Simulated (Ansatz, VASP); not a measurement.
**Two plane-wave programs on Cd**

```
Cd
1.0
     0.00000    3.34000    3.34000
     3.34000    0.00000    3.34000
     3.34000    3.34000    0.00000
Cd
2
Cartesian
  0.0000 0.0000 0.0000
  1.6700 1.6700 1.6700
```

Alike in both runs: functional PBE; k mesh 9 × 9 × 9; occupations fermi-dirac, width 0.08 eV; no spin polarisation.

Ansatz relaxed the structure, and its values are those at the end. VASP's run is a single point on that final structure, the one shown.

|  | VASP | Ansatz |
| --- | --- | --- |
| version | VASP 6.6.1 | Ansatz 0.2.0 |
| potentials or method | VASP PAW PBE potentials, release 64 (Cd) | PAW with Ansatz's default frozen-core files, scalar-relativistic |
| plane-wave cutoff (eV) | 520 | 420 |
| valence electrons in the cell | 24 | 40 |

```csv
,VASP,Ansatz,Ansatz less VASP
pressure (GPa),0.1,0.0,-0.15
```

VASP's potentials hold 24 valence electrons a cell and Ansatz's 40, so a difference there can come from the potentials and not from the codes.
